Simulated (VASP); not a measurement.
Wanted: the native input for a VASP 6.6.1 run.

| Item | Value |
| --- | --- |
| Task | single point |
| Functional | PBE |
| Potentials or basis | VASP PAW PBE potentials, release 64 (Cd, S) |
| Cutoff | 500 eV |
| k mesh | 6 × 6 × 6 |
| Occupations | gaussian, width 0.02 eV |
| Spin | no spin polarisation |
| Dipole correction | no |
| Further INCAR settings | ALGO = Normal; EDIFF = 1e-06; NBANDS = 16 |

The structure of CdS lies in POSCAR:

```
CdS
1.0
    0.0000000000      2.9165000000      2.9165000000
    2.9165000000      0.0000000000      2.9165000000
    2.9165000000      2.9165000000      0.0000000000
Cd S
1 1
Direct
    0.0000000000      0.0000000000      0.0000000000
    0.2500000000      0.2500000000      0.2500000000
```

One way to write it, as run:

INCAR

```
SYSTEM = CdS
  PREC = Accurate
  ENCUT = 500
  EDIFF = 1E-6
  ISMEAR = 0
  SIGMA = 0.02
  LREAL = .False.
  LASPH = .True.
  NELM = 120
  ALGO = Normal
  ISIF = 2
  LWAVE = .False.
  LCHARG = .False.
  GGA = PE
  NBANDS = 16
  GGA_COMPAT = .False.
```

KPOINTS

```
Automatic mesh
0
Gamma
  6 6 6
  0 0 0
```

Potentials or basis: VASP PAW PBE potentials, release 64 (Cd, S).

Launch:

```sh
$ cat potpaw_PBE.64/Cd/POTCAR potpaw_PBE.64/S/POTCAR > POTCAR
$ mpirun -np 1 vasp_std > vasp.out
```

It gave:

```
Pressure               : 3.2 GPa
Band gap on the k mesh : 1.15 eV
```

Caveat: the cell stands under pressure.

It took 28 s on 1 thread of Intel Xeon 8259CL, with other jobs on the host, peak memory 0.17 GiB.
